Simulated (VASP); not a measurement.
# PtS2 in VASP: a series of runs

PtS2 is run at these levels: PBE+D3(BJ), RPBE+D3(BJ); tasks: single point.

Everything below comes from runs of VASP 6.6.1. Logs are shortened: lines on timing, memory, paths and dates and some standing lists are left out, and cuts for length are marked.

### 1 The cell of the first run

The cell holds a slab with vacuum, 3 atoms: a = 3.583 Å, b = 3.583 Å, c = 30.826 Å, α = 90.00°, β = 90.00°, γ = 120.00°.

### 2 Single point, PBE+D3(BJ)

INCAR reads:

```
PREC     = Accurate       # precision mode
ENCUT    = 520            # plane-wave cutoff, eV
EDIFF    = 1E-6           # SCF threshold, eV
ISMEAR   = 0              # smearing method
SIGMA    = 0.1            # smearing width, eV
LREAL    = False          # projectors in reciprocal space
LASPH    = True           # aspherical terms in the spheres
NELM     = 60             # most SCF steps
ALGO     = Normal         # electronic algorithm
ISIF     = 2              # what is computed and relaxed
LWAVE    = False          # write WAVECAR
LCHARG   = True           # write CHGCAR
LDIPOL   = True         
IDIPOL   = 3            
DIPOL    = 0.5 0.5 0.500
GGA      = PE             # functional
IVDW     = 12             # dispersion correction
LELF     = True           # ELF
LVHAR    = True         
LVACPOTAV= True         
NBANDS   = 18             # bands
```

KPOINTS reads:

```
regular mesh
0
Gamma
  6 6 1
```

POSCAR reads:

```
PtS2
1.0
    3.5832742388      0.0000000000      0.0000000000
   -1.7916371194      3.1032065195      0.0000000000
    0.0000000000      0.0000000000     30.8258735778
S Pt
2 1
Direct
    0.6666666667      0.3333333333      0.4608618263
    0.3333333333      0.6666666667      0.5391381737
    0.0000000000      0.0000000000      0.5000000000
```

Potentials or basis: VASP PAW PBE potentials, release 64 (S, Pt).

On the command line:

```console
$ cat potpaw_PBE.64/S/POTCAR potpaw_PBE.64/Pt/POTCAR > POTCAR
$ mpirun -np 1 vasp_std > vasp.out
```

OUTCAR:

```text
PREC = Accurate
   ENCUT = 520
   EDIFF = 1E-6
   ISMEAR = 0
   LREAL = False
   LASPH = True
   NELM = 60
   ISIF = 2
   GGA = PE
   IVDW = 12
 IVDW          = 12

 ion  position               nearest neighbor table
   1  0.667  0.333  0.461-   3 2.39   3 2.39   3 2.39
   2  0.333  0.667  0.539-   3 2.39   3 2.39   3 2.39
   3  0.000  0.000  0.500-   1 2.39   2 2.39   2 2.39   1 2.39   1 2.39   2 2.39

  LATTYP: Found a hexagonal cell.
 ALAT       =     3.5832742388
 C/A-ratio  =     8.6027112421

  Lattice vectors:

 A1 = (   3.5832742388,   0.0000000000,   0.0000000000)
 A2 = (  -1.7916371194,   3.1032065195,   0.0000000000)
 A3 = (   0.0000000000,   0.0000000000,  30.8258735778)

Analysis of symmetry for initial positions (statically):
=====================================================================
 Subroutine PRICEL returns:
 Original cell was already a primitive cell.

 Routine SETGRP: Setting up the symmetry group for a
 hexagonal supercell.

 Subroutine GETGRP returns: Found 12 space group operations
 (whereof 12 operations were pure point group operations)
 out of a pool of 24 trial point group operations.

The static configuration has the point symmetry D_3d.

Analysis of symmetry for dynamics (positions and initial velocities):
=====================================================================
 Subroutine PRICEL returns:
 Original cell was already a primitive cell.

 Routine SETGRP: Setting up the symmetry group for a
 hexagonal supercell.

 Subroutine GETGRP returns: Found 12 space group operations
 (whereof 12 operations were pure point group operations)
 out of a pool of 24 trial point group operations.

The dynamic configuration has the point symmetry D_3d.

 Subroutine INISYM returns: Found 12 space group operations
 (whereof 12 operations are pure point group operations),
 and found     1 'primitive' translations

----------------------------------------------------------------------------------------

                                     Primitive cell

  volume of cell :     342.7726

  direct lattice vectors                    reciprocal lattice vectors
     3.583274239  0.000000000  0.000000000     0.279074370  0.161123663  0.000000000
    -1.791637119  3.103206520  0.000000000     0.000000000  0.322247325  0.000000000
     0.000000000  0.000000000 30.825873578     0.000000000  0.000000000  0.032440281

  length of vectors
     3.583274239  3.583274239 30.825873578     0.322247325  0.322247325  0.032440281

  position of ions in fractional coordinates (direct lattice)
     0.666666667  0.333333333  0.460861826
     0.333333333  0.666666667  0.539138174
     0.000000000  0.000000000  0.500000000

  ion indices of the primitive-cell ions
   primitive index   ion index
                 1           1
                 2           2
                 3           3

----------------------------------------------------------------------------------------

 KPOINTS: regular mesh

Automatic generation of k-mesh.
 Grid dimensions read from file:
 generate k-points for:    6    6    1

 Generating k-lattice:

  Cartesian coordinates                     Fractional coordinates (reciprocal lattice)
     0.046512395  0.026853944  0.000000000     0.166666667  0.000000000  0.000000000
     0.000000000  0.053707888  0.000000000     0.000000000  0.166666667  0.000000000
     0.000000000  0.000000000  0.032440281     0.000000000  0.000000000  1.000000000

  Length of vectors
     0.053707888  0.053707888  0.032440281

  Shift w.r.t. Gamma in fractional coordinates (k-lattice)
     0.000000000  0.000000000  0.000000000

 Subroutine IBZKPT returns following result:
 ===========================================

 Found      7 irreducible k-points:

 Following reciprocal coordinates:
            Coordinates               Weight
  0.000000  0.000000  0.000000      1.000000
  0.166667  0.000000  0.000000      6.000000
  0.333333  0.000000  0.000000      6.000000
  0.500000  0.000000  0.000000      3.000000
  0.166667  0.166667  0.000000      6.000000
  0.333333  0.166667  0.000000     12.000000
  0.333333  0.333333  0.000000      2.000000
   k-points           NKPTS =      7   k-points in BZ     NKDIM =      7   number of bands    NBANDS=     18
   number of dos      NEDOS =    301   number of ions     NIONS =      3
   total plane-waves  NPLWV = 188160
   dimension x,y,z NGX =    28 NGY =   28 NGZ =  240
   dimension x,y,z NGXF=    56 NGYF=   56 NGZF=  480
   ions per type =               2   1
   NGX,Y,Z   is equivalent  to a cutoff of  12.99, 12.99, 12.94 a.u.
   NGXF,Y,Z  is equivalent  to a cutoff of  25.98, 25.98, 25.89 a.u.
 SYSTEM =  unknown system
   PREC   = accura    normal or accurate (medium, high low for compatibility)
   ISTART =      0    job   : 0-new  1-cont  2-samecut
   ICHARG =      2    charge: 1-file 2-atom 10-const
   ISPIN  =      1    spin polarized calculation?
   LNONCOLLINEAR =      F non collinear calculations
   LSORBIT =      F    spin-orbit coupling
   LASPH  =      T    aspherical Exc in radial PAW
   ENCUT  =  520.0 eV  38.22 Ry    6.18 a.u.   6.66  6.66 57.32*2*pi/ulx,y,z
   NELM   =     60;   NELMIN=  2; NELMDL= -5     # of ELM steps
   EDIFF  = 0.1E-05   stopping-criterion for ELM
   LREAL  =      F    real-space projection
   EDIFFG = 0.1E-04   stopping-criterion for IOM
   NSW    =      0    number of steps for IOM
   IBRION =     -1    ionic relax: 0-MD 1-quasi-New 2-CG
   NFREE  =      0    steps in history (QN), initial steepest desc. (CG)
   ISIF   =      2    stress and relaxation
   ISYM   =      2    0-nonsym 1-usesym 2-fastsym
   POTIM  = 0.5000    time-step for ionic-motion
   TEBEG  =    0.0;   TEEND  =   0.0 temperature during run
   PSTRESS=    0.0 pullay stress
   NELECT =      22.0000    total number of electrons
   NUPDOWN=      -1.0000    fix difference up-down
   EMIN   =  10.00;   EMAX   =-10.00  energy-range for DOS
   EFERMI =   0.00;   METHOD = LEGACY
   ISMEAR =     0;   SIGMA  =   0.10  broadening in eV -4-tet -1-fermi 0-gaus
   EFERMI_NEDOS =   21; number of points for ismear=-14 and -15
   IALGO  =     38    algorithm
   IMIX   =      4    mixing-type and parameters
     AMIX     =   0.40;   BMIX     =  1.00
     AMIX_MAG =   1.60;   BMIX_MAG =  1.00
  volume/ion in A,a.u.               =     114.26       771.05
  Fermi-wavevector in a.u.,A,eV,Ry     =   0.655461  1.238642  5.845463  0.429629
  Thomas-Fermi vector in A             =   1.726344
   LORBIT       =      0    0 simple, 1 ext, 2 COOP (PROOUT), +10 PAW based schemes
   GGA     = PE    functional components
   LHFCALC =     F    Hartree Fock is set to
   AEXX    =    0.0000 exact exchange contribution
   IVDW    =    12    specifies the selected vdW correction
   LEPSILON=     F    determine dielectric tensor
   LRPA    =     F    only Hartree local field effects (RPA)
 non-spin polarized calculation
 Gauss-broadening in eV      SIGMA  =   0.10
  energy-cutoff  :      520.00
  volume of cell :      342.77
 maximum number of plane-waves:      9283
 NGX is ok and might be reduce to    28
   NGX = 13   NGY = 13   NGZ =115

 dipolmoment           0.000000      0.000000     -0.000000 electrons x Angstroem

 number of electron      21.9999996 magnetization

 dipolmoment           0.000000      0.000000      0.000000 electrons x Angstroem

 Free energy of the ion-electron system (eV)
  ---------------------------------------------------
  ext. energy  EPLUGINS =         0.00000000
  ---------------------------------------------------
  free energy    TOTEN  =       -15.45654915 eV

  energy without entropy =      -15.45654915  energy(sigma->0) =      -15.45654915

 E-fermi :  -3.9077     XC(G=0):  -2.1256

 val. band max:       -4.3714671044   @ k =   0.1667   0.1667   0.0000
 cond. band min:      -2.3310233331   @ k =   0.1667   0.0000   0.0000
 fundamental gap:      2.0404437713
 Fermi energy:        -3.9077330517

 k-point     1 :       0.0000    0.0000    0.0000
  band No.  band energies     occupation
      1     -18.4253      2.00000
      2     -16.1231      2.00000
      3     -10.0111      2.00000
      4     -10.0111      2.00000
      5      -9.5352      2.00000
      6      -7.2664      2.00000
[... 10 lines left out ...]
     17       1.9253      0.00000
     18       2.2388      0.00000

 k-point     2 :       0.1667    0.0000    0.0000
  band No.  band energies     occupation
      1     -18.0943      2.00000
      2     -16.2145      2.00000
      3      -9.9269      2.00000
      4      -9.8048      2.00000
      5      -9.2495      2.00000
      6      -7.8272      2.00000
[... 10 lines left out ...]
     17       2.4691      0.00000
     18       2.6202      0.00000

 k-point     3 :       0.3333    0.0000    0.0000
  band No.  band energies     occupation
      1     -17.2961      2.00000
      2     -16.3945      2.00000
      3     -10.0064      2.00000
      4      -9.4583      2.00000
      5      -9.0551      2.00000
      6      -8.2839      2.00000
[... 10 lines left out ...]
     17       3.5194      0.00000
     18       3.7115      0.00000

 k-point     4 :       0.5000    0.0000    0.0000
  band No.  band energies     occupation
      1     -16.7988      2.00000
      2     -16.4631      2.00000
      3     -10.7305      2.00000
      4      -9.3735      2.00000
      5      -8.3724      2.00000
      6      -8.1543      2.00000
[... 10 lines left out ...]
     17       4.6981      0.00000
     18       5.2274      0.00000

 k-point     5 :       0.1667    0.1667    0.0000
  band No.  band energies     occupation
      1     -17.5193      2.00000
      2     -16.3511      2.00000
      3      -9.6955      2.00000
      4      -9.6159      2.00000
      5      -8.9815      2.00000
      6      -8.1915      2.00000
[... 10 lines left out ...]
     17       3.2563      0.00000
     18       3.4401      0.00000

 k-point     6 :       0.3333    0.1667    0.0000
  band No.  band energies     occupation
      1     -16.7994      2.00000
      2     -16.4784      2.00000
      3     -10.2496      2.00000
      4      -9.4825      2.00000
      5      -8.7239      2.00000
      6      -7.9967      2.00000
[... 10 lines left out ...]
     17       4.4724      0.00000
     18       4.9666      0.00000

 k-point     7 :       0.3333    0.3333    0.0000
  band No.  band energies     occupation
      1     -16.5195      2.00000
      2     -16.5195      2.00000
      3      -9.7867      2.00000
      4      -9.5299      2.00000
      5      -9.5299      2.00000
      6      -7.8245      2.00000
[... 10 lines left out ...]
     17       4.9742      0.00000
     18       4.9762      0.00000

------------------------ aborting loop because EDIFF is reached ----------------------------------------

 Edisp (eV)   -0.81221

 E8    (eV) :    -0.3499

  FORCE on cell =-STRESS in cart. coord.  units (eV):
  Direction    XX          YY          ZZ          XY          YZ          ZX
  --------------------------------------------------------------------------------------
  -------------------------------------------------------------------------------------
  Total      -0.76968    -0.76968     0.22220    -0.00000     0.00000     0.00000
  in kB      -3.59761    -3.59761     1.03862    -0.00000     0.00000     0.00000
  external pressure =       -2.05 kB  Pullay stress =        0.00 kB

 VOLUME and BASIS-vectors are now :
 -----------------------------------------------------------------------------
  energy-cutoff  :      520.00
  volume of cell :      342.77
      direct lattice vectors                 reciprocal lattice vectors
     3.583274239  0.000000000  0.000000000     0.279074370  0.161123663  0.000000000
    -1.791637119  3.103206520  0.000000000     0.000000000  0.322247325  0.000000000
     0.000000000  0.000000000 30.825873578     0.000000000  0.000000000  0.032440281

 POSITION                                       TOTAL-FORCE (eV/Angst)
 -----------------------------------------------------------------------------------
      1.79164      1.03440     14.20647        -0.000000     -0.000000     -0.104852
     -0.00000      2.06880     16.61941         0.000000      0.000000      0.104852
      0.00000      0.00000     15.41294         0.000000      0.000000      0.000000
 -----------------------------------------------------------------------------------
    total drift:                                0.000000     -0.000000      0.000000

  FREE ENERGIE OF THE ION-ELECTRON SYSTEM (eV)
  ---------------------------------------------------
  free  energy   TOTEN  =       -16.2687588398 eV

  energy  without entropy=      -16.2687588398  energy(sigma->0) =      -16.26875884

 vacuum level on the upper side and lower side of the slab         1.956         1.956
```

Wall time 47 s (1 thread of AMD EPYC 9R45 (Zen 5), shared host); peak memory 0.43 GiB.

Results:

```yaml
Free_energy: -16.2688 eV
Largest_force: 0.105 eV/Å
Band_gap_on_the_k_mesh: 2.04 eV, indirect (least direct gap 2.09 eV)
Dispersion_energy_per_atom: -0.271 eV
```

Forces on the atoms (eV/Å):
```
S    0.000  0.000 -0.105
S    0.000  0.000  0.105
Pt   0.000  0.000  0.000
```

Caveat: spin-orbit coupling is left out, which moves the levels of the heavy elements.

(Part 1 of 2 ends here.)
